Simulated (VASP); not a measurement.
Set up this calculation in VASP 6.6.1, as the native input.

```
Task                   : relaxation of cell and atoms
Functional             : PBE
Potentials or basis    : VASP PAW PBE potentials, release 64 (Os)
Cutoff                 : 600 eV
k mesh                 : 9 × 9 × 13
Occupations            : fermi-dirac, width 0.1 eV
Spin                   : no spin polarisation
Dipole correction      : no
Further INCAR settings : ALGO = Normal; EDIFF = 1e-07; IBRION = 2; EDIFFG = -0.005; NSW = 60; ISIF = 3
```

The structure of Os lies in POSCAR:

```
Os
1.0
    4.3052263274      0.0000000000      0.0000000000
   -2.1526131637      3.7284353686      0.0000000000
    0.0000000000      0.0000000000      2.6692403230
Os
3
Direct
    0.0000000000      0.0000000000      0.0000000000
    0.3333333333      0.6666666667      0.5000000000
    0.6666666667      0.3333333333      0.5000000000
```

This isn't the form of Os at room conditions, which is hcp.

These files were run (other wordings do the same):

INCAR

```
  ALGO = Normal
  EDIFF = 1E-7
  EDIFFG = -0.005
  ENCUT = 600
  GGA = PE
  IBRION = 2
  ISIF = 3
  ISMEAR = -1
  LASPH = T
  LCHARG = F
  LREAL = F
  LWAVE = F
  NELM = 100
  NSW = 60
  PREC = Accurate
  SIGMA = 0.1
```

KPOINTS

```
k-points
0
Gamma
  9 9 13
```

Potentials or basis: VASP PAW PBE potentials, release 64 (Os).

Command:

```sh
$ cat potpaw_PBE.64/Os/POTCAR > POTCAR
$ mpirun -np 1 vasp_std > vasp.out
```

It gave:

```yaml
Relaxed_volume: 14.68 Å³/atom
Relaxed_cell: a = 4.322 Å, b = 4.322 Å, c = 2.722 Å, α = 90.00°, β = 90.00°, γ = 120.00°
Space_group_after_relaxing_to_0.1_Å: P6/mmm (No. 191)
Energy_gained_by_relaxing: 16.5 meV/atom
Ionic_steps: 10
Pressure_after_relaxing: 0.0 GPa
Band_gap_on_the_k_mesh: zero (bands 12 and 13 overlap by 2.60 eV)
```

Caveat: spin-orbit coupling is left out, which moves the levels of the heavy elements.

Wall time 5.5 min on 1 thread of Intel(R) Xeon(R) Platinum 8259CL CPU @ 2.50GHz (Skylake/Cascade Lake), on a shared host, peak memory 0.23 GiB.
